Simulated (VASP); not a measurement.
# Rb (Fm-3m) in VASP: notebook, part 2 of 2

VASP 6.6.1. The steps go on from the part before.

**4. Relaxation of cell and atoms, PBE, target pressure 6.2 GPa, at which the enthalpy is minimised**

INCAR reads:

```
ALGO     = Normal         # electronic algorithm
EDIFF    = 1E-6           # SCF threshold, eV
EDIFFG   = -0.005         # ionic threshold
ENCUT    = 600            # plane-wave cutoff, eV
GGA      = PE             # functional
IBRION   = 2              # ionic algorithm
ISIF     = 3              # what is computed and relaxed
ISMEAR   = -1             # smearing method
LASPH    = True           # aspherical terms in the spheres
LCHARG   = False          # write CHGCAR
LREAL    = False          # projectors in reciprocal space
LWAVE    = False          # write WAVECAR
NELM     = 80             # most SCF steps
NSW      = 60             # ionic steps
PREC     = Accurate       # precision mode
PSTRESS  = 62.0         
SIGMA    = 0.1            # smearing width, eV
```

KPOINTS reads:

```
k-points
0
Gamma
  12 12 12
```

POSCAR reads:

```
Rb
1.0
    0.0000000000      2.8453220684      2.8453220684
    2.8453220684      0.0000000000      2.8453220684
    2.8453220684      2.8453220684      0.0000000000
Rb
1
Direct
    0.0000000000      0.0000000000      0.0000000000
```

Potentials or basis: VASP PAW PBE potentials, release 64 (Rb_sv).

Run with:

```console
cat potpaw_PBE.64/Rb_sv/POTCAR > POTCAR
mpirun -np 1 vasp_std > vasp.out
```

OUTCAR:

```text
EDIFF = 1E-6
   EDIFFG = -0.005
   ENCUT = 600
   GGA = PE
   IBRION = 2
   ISIF = 3
   ISMEAR = -1
   LASPH = True
   LREAL = False
   NELM = 80
   NSW = 60
   PREC = Accurate
   PSTRESS = 62.0

 ion  position               nearest neighbor table
   1  0.000  0.000  0.000-

  LATTYP: Found a face centered cubic cell.
 ALAT       =     5.6906441368

  Lattice vectors:

 A1 = (   0.0000000000,   2.8453220684,   2.8453220684)
 A2 = (   2.8453220684,   0.0000000000,   2.8453220684)
 A3 = (   2.8453220684,   2.8453220684,   0.0000000000)

Analysis of symmetry for initial positions (statically):
=====================================================================
 Subroutine PRICEL returns:
 Original cell was already a primitive cell.

 Routine SETGRP: Setting up the symmetry group for a
 face centered cubic supercell.

 Subroutine GETGRP returns: Found 48 space group operations
 (whereof 48 operations were pure point group operations)
 out of a pool of 48 trial point group operations.

The static configuration has the point symmetry O_h .

Analysis of symmetry for dynamics (positions and initial velocities):
=====================================================================
 Subroutine PRICEL returns:
 Original cell was already a primitive cell.

 Routine SETGRP: Setting up the symmetry group for a
 face centered cubic supercell.

 Subroutine GETGRP returns: Found 48 space group operations
 (whereof 48 operations were pure point group operations)
 out of a pool of 48 trial point group operations.

The dynamic configuration has the point symmetry O_h .

 Subroutine INISYM returns: Found 48 space group operations
 (whereof 48 operations are pure point group operations),
 and found     1 'primitive' translations

----------------------------------------------------------------------------------------

                                     Primitive cell
[... 106 lines left out ...]
   IALGO  =     38    algorithm
   IMIX   =      4    mixing-type and parameters
     AMIX     =   0.40;   BMIX     =  1.00
     AMIX_MAG =   1.60;   BMIX_MAG =  1.00
  volume/ion in A,a.u.               =      46.07       310.90
  Fermi-wavevector in a.u.,A,eV,Ry     =   0.949907  1.795063 12.276843  0.902323
  Thomas-Fermi vector in A             =   2.078234
   LORBIT       =      0    0 simple, 1 ext, 2 COOP (PROOUT), +10 PAW based schemes
   GGA     = PE    functional components
   LHFCALC =     F    Hartree Fock is set to
   AEXX    =    0.0000 exact exchange contribution
   IVDW    =     0    specifies the selected vdW correction
   LEPSILON=     F    determine dielectric tensor
   LRPA    =     F    only Hartree local field effects (RPA)
 conjugate gradient relaxation of ions
 non-spin polarized calculation
  energy-cutoff  :      600.00
  volume of cell :       46.07
 maximum number of plane-waves:      1572
   NGX = 17   NGY = 17   NGZ = 17

 number of electron       9.0000000 magnetization

 Free energy of the ion-electron system (eV)
  ---------------------------------------------------
  ext. energy  EPLUGINS =         0.00000000
  ---------------------------------------------------
  free energy    TOTEN  =        -0.41520612 eV

  energy without entropy =       -0.37847922  energy(sigma->0) =       -0.39684267

 E-fermi :   2.2284     XC(G=0):  -7.4305

 val. band max:        2.2207653595   @ k =  -0.2500   0.2500   0.0833
 cond. band min:       2.2508277987   @ k =  -0.4167   0.5000   0.0833
 fundamental gap:      0.0300624392
 Fermi energy:         2.2283625469

 k-point     1 :       0.0000    0.0000    0.0000
  band No.  band energies     occupation
      1     -26.7214      2.00000
      2     -10.4810      2.00000
      3     -10.4810      2.00000
      4     -10.4810      2.00000
      5      -0.6644      2.00000
      6       6.2350      0.00000
      7       6.2350      0.00000
      8       6.2350      0.00000
[... 243 lines left out ...]
 k-point    24 :      -0.4167    0.1667    0.0000
  band No.  band energies     occupation
      1     -26.6351      2.00000
      2     -11.1939      2.00000
      3     -10.7223      2.00000
      4     -10.6028      2.00000
      5       2.5815      0.05688
      6       3.6285      0.00000
      7       5.1389      0.00000
      8       6.3492      0.00000

 [... further k-points ...]
[... 5 lines left out ...]
  --------------------------------------------------------------------------------------
  -------------------------------------------------------------------------------------
  Total        1.7852624      1.7852624      1.7852624     -0.0000000      0.0000000      0.0000000
  in kB       62.0852373     62.0852373     62.0852373     -0.0000000      0.0000000      0.0000000
  external PRESSURE =       0.0852373 kB  Pullay stress =      62.0000000 kB

 VOLUME and BASIS-vectors are now :
 -----------------------------------------------------------------------------
  energy-cutoff  :      600.00
  volume of cell :       46.07
      direct lattice vectors                 reciprocal lattice vectors
     0.000000000  2.845322068  2.845322068    -0.175727031  0.175727031  0.175727031
     2.845322068  0.000000000  2.845322068     0.175727031 -0.175727031  0.175727031
     2.845322068  2.845322068  0.000000000     0.175727031  0.175727031 -0.175727031

 POSITION                                       TOTAL-FORCE (eV/Angst)
 -----------------------------------------------------------------------------------
      0.00000      0.00000      0.00000        -0.000000     -0.000000     -0.000000
 -----------------------------------------------------------------------------------
    total drift:                                0.000000      0.000000      0.000000

  FREE ENERGIE OF THE ION-ELECTRON SYSTEM (eV)
  ---------------------------------------------------
  free  energy   TOTEN  =        -0.4152061204 eV

  energy  without entropy=       -0.3784792195  energy(sigma->0) =       -0.39684267

  enthalpy is  TOTEN    =         1.3676052679 eV   P V=        1.7828113883

 reached required accuracy - stopping structural energy minimisation
```

Run time: 26 s. Hardware: 1 thread of Intel Xeon 8259CL, shared host; peak memory 0.19 GiB.

What came out:

```yaml
Free_energy: -0.4152 eV
Pressure_after_relaxing: 6.2 GPa
Band_gap_on_the_k_mesh: zero (an odd number of electrons rules out a gap without spin polarisation)
```

Final structure:
```yaml
crystal:
  lattice:
    - [0.00000, 2.84532, 2.84532]
    - [2.84532, 0.00000, 2.84532]
    - [2.84532, 2.84532, 0.00000]
  atoms:
    - { symbol: Rb, position: [0.00000, 0.00000, 0.00000] }
```

Caveat: the cell is relaxed towards a set pressure, so the run minimises the enthalpy, not the energy.

The gap in the log of VASP goes by the Fermi energy; the results here count the filled bands.